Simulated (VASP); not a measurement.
SiB:

```
Si B
1.0
     2.87456    0.00000    0.00000
    -1.43728    2.48944    0.00000
     0.00000    0.00000    2.96991
Si B
1 1
Direct
  0.33333 0.66667 0.50000
  0.00000 0.00000 0.00000
```

```yaml
Program: VASP 6.6.1
Task: relaxation of cell and atoms
Functional: PBE
Potentials_or_basis: VASP PAW PBE potentials, release 64 (Si, B)
Cutoff: 600 eV
k_mesh: 24 × 24 × 18
Occupations: gaussian, width 0.1 eV
Spin: no spin polarisation
```

At the start: pressure -0.2 GPa; volume 10.63 Å³/atom.

**Question.** How do energy, volume and symmetry change on relaxing?

**Answer.** Over 13 steps the energy falls by 210.5 meV/atom and the volume is 10.73 Å³/atom (+1.0 %); space group P-6m2 (No. 187, to 0.05 Å).

Step by step:
| step | energy change (eV) | largest force (eV/Å) | pressure (GPa) | volume (Å³) |
| --- | --- | --- | --- | --- |
| 1 | 0.0000 | 0.0000 | -0.20 | 21.25 |
| 2 | -0.0157 | 0.0000 | 0.80 | 21.21 |
| 3 | -0.0916 | 0.0000 | 3.34 | 21.02 |
| 4 | -0.3632 | 0.0000 | 7.77 | 20.40 |
| 5 | 2.0162 | 0.0000 | 70.34 | 18.09 |
| 6 | -0.3811 | 0.0000 | 9.04 | 20.28 |
| 7 | -0.3812 | 0.0000 | 10.26 | 20.17 |
| 8 | -0.3851 | 0.0000 | 9.69 | 20.26 |
| 9 | -0.3855 | 0.0000 | 9.42 | 20.30 |
| 10 | -0.3917 | 0.0000 | 8.49 | 20.40 |
| 11 | -0.4066 | 0.0000 | 5.81 | 20.71 |
| 12 | -0.4206 | 0.0000 | 0.94 | 21.34 |
| 13 | -0.4209 | 0.0000 | 0.07 | 21.47 |

Final structure:
```cif
data_structure
_symmetry_space_group_name_H-M 'P 1'
_symmetry_Int_Tables_number 1
_cell_length_a 3.1968
_cell_length_b 3.1968
_cell_length_c 2.4256
_cell_angle_alpha 90.000
_cell_angle_beta 90.000
_cell_angle_gamma 120.000
_cell_volume 21.47
loop_
_atom_site_label
_atom_site_type_symbol
_atom_site_fract_x
_atom_site_fract_y
_atom_site_fract_z
_atom_site_occupancy
Si1 Si 0.33333 0.66667 0.50000 1
B1 B 0.00000 0.00000 0.00000 1
```
